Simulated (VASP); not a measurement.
Set up this calculation in VASP 6.6.1, as the native input.

| Property | Result |
| --- | --- |
| Task | single point |
| Functional | PBE |
| Potentials or basis | VASP PAW PBE potentials, release 64 (Zn, Ge_d, N) |
| Cutoff | 520 eV |
| k mesh | 12 × 12 × 10 |
| Occupations | gaussian, width 0.1 eV |
| Spin | no spin polarisation |
| Dipole correction | no |
| Further INCAR settings | ALGO = Normal; EDIFF = 1e-06; NBANDS = 30 |

The structure of Zn2GeN lies in POSCAR:

```
Zn2GeN
1.0
    4.0249483700      0.0000000000      0.0000000000
   -2.0124741850      3.4857075373      0.0000000000
    0.0000000000      0.0000000000      5.0654768656
Zn Ge N
2 1 1
Direct
    0.6666666667      0.3333333333      0.5000000000
    0.3333333333      0.6666666667      0.5000000000
    0.3333333333      0.6666666667      0.0000000000
    0.0000000000      0.0000000000      0.5000000000
```

These files were run (other wordings do the same):

INCAR

```
SYSTEM = Zn2GeN
PREC     = Accurate       ! precision mode
ENCUT    = 520            ! plane-wave cutoff, eV
EDIFF    = 1E-6           ! SCF threshold, eV
ISMEAR   = 0              ! smearing method
SIGMA    = 0.1            ! smearing width, eV
LREAL    = .False.        ! projectors in reciprocal space
LASPH    = .True.         ! aspherical terms in the spheres
NELM     = 80             ! most SCF steps
ALGO     = Normal         ! electronic algorithm
ISIF     = 2              ! what is computed and relaxed
LWAVE    = .False.        ! write WAVECAR
LCHARG   = .False.        ! write CHGCAR
GGA      = PE             ! functional
NBANDS   = 30             ! bands
```

KPOINTS

```
regular mesh
0
Gamma
  12 12 10
  0 0 0
```

Potentials or basis: VASP PAW PBE potentials, release 64 (Zn, Ge_d, N).

Command:

```sh
$ cat potpaw_PBE.64/Zn/POTCAR potpaw_PBE.64/Ge_d/POTCAR potpaw_PBE.64/N/POTCAR > POTCAR
$ mpirun -np 1 vasp_std > vasp.out
```

Results of the run:

```json
{
 "Pressure": "0.3 GPa"
}
```

It used 220 s of CPU time on 1 thread of Intel Xeon 6975P-C, with other jobs on the host.
